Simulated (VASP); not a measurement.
# Nb3RuC (Pm-3m) in VASP: further runs, part 2 of 2

VASP 6.6.1.

## 4. Single point, PBE

This run uses another cell than the first one, of 21.18 Å³/atom.

Input file INCAR:

```
SYSTEM = Nb3RuC
PREC     = Accurate       ! precision mode
ENCUT    = 520            ! plane-wave cutoff, eV
EDIFF    = 1E-6           ! SCF threshold, eV
ISMEAR   = 0              ! smearing method
SIGMA    = 0.1            ! smearing width, eV
LREAL    = .False.        ! projectors in reciprocal space
LASPH    = .True.         ! aspherical terms in the spheres
NELM     = 60             ! most SCF steps
ALGO     = Normal         ! electronic algorithm
ISIF     = 2              ! what is computed and relaxed
LWAVE    = .False.        ! write WAVECAR
LCHARG   = .True.         ! write CHGCAR
GGA      = PE             ! functional
LELF     = .True.         ! ELF
LVHAR    = .True.       
NBANDS   = 36             ! bands
```

Input file KPOINTS:

```
Automatic mesh
0
Gamma
  8 8 8
  0 0 0
```

Input file POSCAR:

```
Nb3RuC
1.0
    4.7314306017      0.0000000000      0.0000000000
    0.0000000000      4.7314306017      0.0000000000
    0.0000000000      0.0000000000      4.7314306017
Nb Ru C
3 1 1
Direct
    0.5000000000      0.0000000000      0.5000000000
    0.5000000000      0.5000000000      0.0000000000
    0.0000000000      0.5000000000      0.5000000000
    0.5000000000      0.5000000000      0.5000000000
    0.0000000000      0.0000000000      0.0000000000
```

Potentials or basis: VASP PAW PBE potentials, release 64 (Nb_sv, Ru_pv, C).

Run with:

```sh
cat potpaw_PBE.64/Nb_sv/POTCAR potpaw_PBE.64/Ru_pv/POTCAR potpaw_PBE.64/C/POTCAR > POTCAR
mpirun -np 1 vasp_std > vasp.out
```

OUTCAR:

```text
SYSTEM = Nb3RuC
   PREC = Accurate
   ENCUT = 520
   EDIFF = 1E-6
   ISMEAR = 0
   LREAL = .False.
   LASPH = .True.
   NELM = 60
   ISIF = 2
   GGA = PE

 ion  position               nearest neighbor table
   1  0.500  0.000  0.500-   4 2.37   4 2.37
   2  0.500  0.500  0.000-   4 2.37   4 2.37
   3  0.000  0.500  0.500-   4 2.37   4 2.37
   4  0.500  0.500  0.500-   1 2.37   2 2.37   3 2.37   2 2.37   1 2.37   3 2.37
   5  0.000  0.000  0.000-

  LATTYP: Found a simple cubic cell.
 ALAT       =     4.7314306017

  Lattice vectors:

 A1 = (   4.7314306017,   0.0000000000,   0.0000000000)
 A2 = (   0.0000000000,   4.7314306017,   0.0000000000)
 A3 = (   0.0000000000,   0.0000000000,   4.7314306017)

Analysis of symmetry for initial positions (statically):
=====================================================================
 Subroutine PRICEL returns:
 Original cell was already a primitive cell.

 Routine SETGRP: Setting up the symmetry group for a
 simple cubic supercell.

 Subroutine GETGRP returns: Found 48 space group operations
 (whereof 48 operations were pure point group operations)
 out of a pool of 48 trial point group operations.

The static configuration has the point symmetry O_h .

Analysis of symmetry for dynamics (positions and initial velocities):
=====================================================================
 Subroutine PRICEL returns:
 Original cell was already a primitive cell.

 Routine SETGRP: Setting up the symmetry group for a
 simple cubic supercell.

 Subroutine GETGRP returns: Found 48 space group operations
 (whereof 48 operations were pure point group operations)
 out of a pool of 48 trial point group operations.

The dynamic configuration has the point symmetry O_h .

 Subroutine INISYM returns: Found 48 space group operations
 (whereof 48 operations are pure point group operations),
 and found     1 'primitive' translations

[... 114 lines left out ...]
   EFERMI =   0.00;   METHOD = LEGACY
   ISMEAR =     0;   SIGMA  =   0.10  broadening in eV -4-tet -1-fermi 0-gaus
   EFERMI_NEDOS =   21; number of points for ismear=-14 and -15
   IALGO  =     38    algorithm
   IMIX   =      4    mixing-type and parameters
     AMIX     =   0.40;   BMIX     =  1.00
     AMIX_MAG =   1.60;   BMIX_MAG =  1.00
  volume/ion in A,a.u.               =      21.18       142.96
  Fermi-wavevector in a.u.,A,eV,Ry     =   1.331601  2.516360 24.125308  1.773160
  Thomas-Fermi vector in A             =   2.460599
   LORBIT       =      0    0 simple, 1 ext, 2 COOP (PROOUT), +10 PAW based schemes
   GGA     = PE    functional components
   LHFCALC =     F    Hartree Fock is set to
   AEXX    =    0.0000 exact exchange contribution
   IVDW    =     0    specifies the selected vdW correction
   LEPSILON=     F    determine dielectric tensor
   LRPA    =     F    only Hartree local field effects (RPA)
 non-spin polarized calculation
 Gauss-broadening in eV      SIGMA  =   0.10
  energy-cutoff  :      520.00
  volume of cell :      105.92
 maximum number of plane-waves:      2897
 NGX is ok and might be reduce to    36
   NGX = 17   NGY = 17   NGZ = 17

 number of electron      56.9999997 magnetization

 Free energy of the ion-electron system (eV)
  ---------------------------------------------------
  ext. energy  EPLUGINS =         0.00000000
  ---------------------------------------------------
  free energy    TOTEN  =       -38.34480438 eV

  energy without entropy =      -38.31726811  energy(sigma->0) =      -38.33103624

 E-fermi :   7.1172     XC(G=0): -10.7712

 val. band max:        7.1091247511   @ k =   0.5000   0.5000   0.2500
 cond. band min:       7.1435320779   @ k =   0.3750   0.0000   0.0000
 fundamental gap:      0.0344073268
 Fermi energy:         7.1171685966

 k-point     1 :       0.0000    0.0000    0.0000
  band No.  band energies     occupation
      1     -48.4821      2.00000
      2     -48.4445      2.00000
      3     -48.4445      2.00000
      4     -36.4543      2.00000
      5     -36.4543      2.00000
      6     -36.4543      2.00000
[... 925 lines left out ...]
     35       8.8867      0.00000
     36       8.9423      0.00000

 [... further k-points ...]
[... 5 lines left out ...]
  --------------------------------------------------------------------------------------
  -------------------------------------------------------------------------------------
  Total       -0.0032861     -0.0032861     -0.0032861      0.0000000      0.0000000     -0.0000000
  in kB       -0.0497072     -0.0497072     -0.0497072      0.0000000      0.0000000     -0.0000000
  external PRESSURE =      -0.0497072 kB  Pullay stress =       0.0000000 kB

 VOLUME and BASIS-vectors are now :
 -----------------------------------------------------------------------------
  energy-cutoff  :      520.00
  volume of cell :      105.92
      direct lattice vectors                 reciprocal lattice vectors
     4.731430602  0.000000000  0.000000000     0.211352566  0.000000000  0.000000000
     0.000000000  4.731430602  0.000000000     0.000000000  0.211352566  0.000000000
     0.000000000  0.000000000  4.731430602     0.000000000  0.000000000  0.211352566

 POSITION                                       TOTAL-FORCE (eV/Angst)
 -----------------------------------------------------------------------------------
      2.36572      0.00000      2.36572         0.000000      0.000000      0.000000
      2.36572      2.36572      0.00000         0.000000      0.000000      0.000000
      0.00000      2.36572      2.36572         0.000000      0.000000      0.000000
      2.36572      2.36572      2.36572         0.000000      0.000000      0.000000
      0.00000      0.00000      0.00000         0.000000      0.000000      0.000000
 -----------------------------------------------------------------------------------
    total drift:                                0.000000      0.000000      0.000000

  FREE ENERGIE OF THE ION-ELECTRON SYSTEM (eV)
  ---------------------------------------------------
  free  energy   TOTEN  =       -38.3448043754 eV

  energy  without entropy=      -38.3172681084  energy(sigma->0) =      -38.33103624
```

It took 3.6 min on 1 thread of Intel Xeon 8259CL, shared host; peak memory 0.27 GiB.

Results:

```yaml
Free_energy: -38.3448 eV
Pressure: 0.0 GPa
Band_gap_on_the_k_mesh: zero (an odd number of electrons rules out a gap without spin polarisation)
```

Levels at points of the mesh, in eV from the Fermi level:
| k point | band 26 | band 27 | band 28 | band 29 | band 30 | band 31 |
| --- | --- | --- | --- | --- | --- | --- |
| (0.00, 0.00, 0.00) | -0.68 | -0.68 | -0.68 | 0.73 | 0.73 | 0.73 |
| (0.50, 0.00, 0.00) | -0.87 | -0.87 | -0.70 | -0.56 | 0.11 | 0.42 |
| (0.50, 0.50, 0.00) | -1.33 | -1.25 | -1.25 | 0.23 | 0.23 | 0.63 |
| (0.50, 0.50, 0.50) | -0.88 | -0.88 | -0.63 | -0.63 | -0.63 | -0.50 |

## 5. The runs side by side

```csv
task,cell,k mesh,cutoff (eV),gap on the mesh (eV),pressure (GPa)
single point,"a = 4.745 Å, 5 atoms",4 × 4 × 4,520,none,0.1
relaxation of cell and atoms,"relaxed from a = 3.957 Å, 5 atoms",4 × 4 × 4,600,none,-0.1
single point,"a = 4.731 Å, 5 atoms",8 × 8 × 8,520,none,0.0
```

Alike in all rows: level PBE; potentials or basis VASP PAW PBE potentials, release 64 (Nb_sv, Ru_pv, C); no spin polarisation; smearing gaussian 0.1 eV.

Caveats: some runs use coarse meshes; the volume moved by over 15 % at a fixed basis, so the end points are rough (at least some runs).

Total energies depend on the potentials used, so only differences within one code and one set of settings carry meaning.
